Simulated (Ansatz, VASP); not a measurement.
**Ti3Al5 in VASP and in Ansatz**

POSCAR

```
Ti3Al5
1.0
    3.8982868481      0.0000000000      0.0000000000
    0.0000000000      3.8982868481      0.0000000000
    0.0000000000      0.0000000000      8.3249319719
Ti Al
3 5
Direct
    0.0000000000      0.0000000000      0.5000000000
    0.5000000000      0.5000000000      0.0000000000
    0.5000000000      0.5000000000      0.5000000000
    0.0000000000      0.5000000000      0.2513308186
    0.0000000000      0.5000000000      0.7486691814
    0.5000000000      0.0000000000      0.2513308186
    0.5000000000      0.0000000000      0.7486691814
    0.0000000000      0.0000000000      0.0000000000
```

INCAR.step1

```
  PREC = Accurate
  ENCUT = 520
  ISMEAR = 0
  SIGMA = 0.1
  LREAL = False
  LASPH = True
  NELM = 80
  NBANDS = 36
  GGA = PE
  ALGO = Normal
  EDIFF = 1E-4
  LWAVE = True
  LCHARG = False
```

Contents of INCAR.step2:

```
  PREC = Accurate
  ENCUT = 520
  EDIFF = 1E-6
  ISMEAR = 0
  SIGMA = 0.1
  LREAL = False
  LASPH = True
  NELM = 80
  ALGO = Normal
  ISIF = 2
  LWAVE = False
  LCHARG = True
  METAGGA = R2SCAN
  LMIXTAU = True
  LELF = True
  LVHAR = True
  NBANDS = 36
  ISTART = 1
```

File KPOINTS:

```
regular mesh
0
Gamma
  10 10 4
```

Input for Ansatz:

```yaml
crystal:
  lattice:
    - [3.8982868481, 0.0, 0.0]
    - [0.0, 3.8982868481, 0.0]
    - [0.0, 0.0, 8.3249319719]
  atoms:
    - { symbol: Ti, position: [0.0, 0.0, 0.5] }
    - { symbol: Ti, position: [0.5, 0.5, 0.0] }
    - { symbol: Ti, position: [0.5, 0.5, 0.5] }
    - { symbol: Al, position: [0.0, 0.5, 0.2513308186] }
    - { symbol: Al, position: [0.0, 0.5, 0.7486691814] }
    - { symbol: Al, position: [0.5, 0.0, 0.2513308186] }
    - { symbol: Al, position: [0.5, 0.0, 0.7486691814] }
    - { symbol: Al, position: [0.0, 0.0, 0.0] }
basis:
  ecutwfc: 500
kpoints:
  mp_grid: { grid: [10, 10, 4] }
  band_path:
    path:
      - [[0.0, 0.0, 0.0], [0.0, 0.5, 0.0], [0.5, 0.5, 0.0], [0.0, 0.0, 0.0], [0.0, 0.0, 0.5], [0.0, 0.5, 0.5], [0.5, 0.5, 0.5], [0.0, 0.0, 0.5]]
      - [[0.0, 0.5, 0.0], [0.0, 0.5, 0.5]]
      - [[0.5, 0.5, 0.0], [0.5, 0.5, 0.5]]
    npoints: 14
hamiltonian:
  xc: r2scan
scf:
  occupations: { method: gaussian, width: 0.1 }
  n_extra_bands: 20
output:
  forces: true
  stress: true
  eigenvalues: true
  populations: true
  dos: { projected: true, de: 0.02, nscf_kmesh: { grid: [15, 15, 6] } }
  bader: true
```

Alike in both runs: task single point; functional r2SCAN; k mesh 10 × 10 × 4; occupations gaussian, width 0.1 eV; no spin polarisation.

```csv
,VASP,Ansatz
version,VASP 6.6.1,Ansatz 0.2.0
potentials or method,"VASP PAW PBE potentials, release 64 (Ti_sv, Al), cutoff 520 eV","scalar-relativistic, plane waves, PAW"
valence electrons in the cell,51,51
```

Ansatz gave:

| Item | Value |
| --- | --- |
| gap on the k mesh at the Fermi level (eV) | none |
| pressure (GPa) | 0.0 |
| rms of the force components (eV/Å) | 0.000 |

**Question.** What did VASP give for the same quantities?

**Answer.** gap on the k mesh at the Fermi level (eV): none; pressure (GPa): 0.0; rms of the force components (eV/Å): 0.005.

VASP's potentials were made for PBE, not for r2SCAN. Atom by atom the forces differ by 0.005 eV/Å (rms over components). A gap of «none» marks a metal or a gap that the smearing closes. The functional is the same, so the differences come from potentials, cutoffs and numerics.
